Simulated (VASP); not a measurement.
Here is a VASP 6.6.1 calculation.

INCAR

```
  PREC = Accurate
  ENCUT = 600
  EDIFF = 1E-7
  ISMEAR = -1
  SIGMA = 0.05
  LREAL = F
  LASPH = T
  NELM = 60
  ALGO = Normal
  ISIF = 3
  LWAVE = F
  LCHARG = F
  GGA = PS
  IBRION = 2
  NSW = 60
  EDIFFG = -0.01
  PSTRESS = 100.0
```

The input KPOINTS:

```
Automatic mesh
0
Gamma
  6 6 6
```

File POSCAR:

```
Sn3Se
1.0
    0.0000000000      3.7331380000      3.7331380000
    3.7331380000      0.0000000000      3.7331380000
    3.7331380000      3.7331380000      0.0000000000
Sn Se
3 1
Direct
    0.5000000000      0.5000000000      0.5000000000
    0.7500000000      0.7500000000      0.7500000000
    0.2500000000      0.2500000000      0.2500000000
    0.0000000000      0.0000000000      0.0000000000
```

Potentials or basis: VASP PAW PBE potentials, release 64 (Sn_d, Se).

The run is started by

```sh
$ cat potpaw_PBE.64/Sn_d/POTCAR potpaw_PBE.64/Se/POTCAR > POTCAR
$ mpirun -np 1 vasp_std > vasp.out
```

(1) Predict the relaxed volume.

(2) What does it give for the space group after relaxing (to 0.05 Å)?

(3) What does it give for the relaxed cell?

Answers

(1) 21.55 Å³/atom.

(2) Fm-3m (No. 225).

(3) a = 4.959 Å, b = 4.959 Å, c = 4.959 Å, α = 60.00°, β = 60.00°, γ = 60.00°.

Caveat: the cell is relaxed towards a set pressure, so the enthalpy falls and the energy may rise; the volume moved by over 15 % at a fixed basis, so the end points are rough; the PAW data sets were made with another functional, which shifts forces and pressure a little.
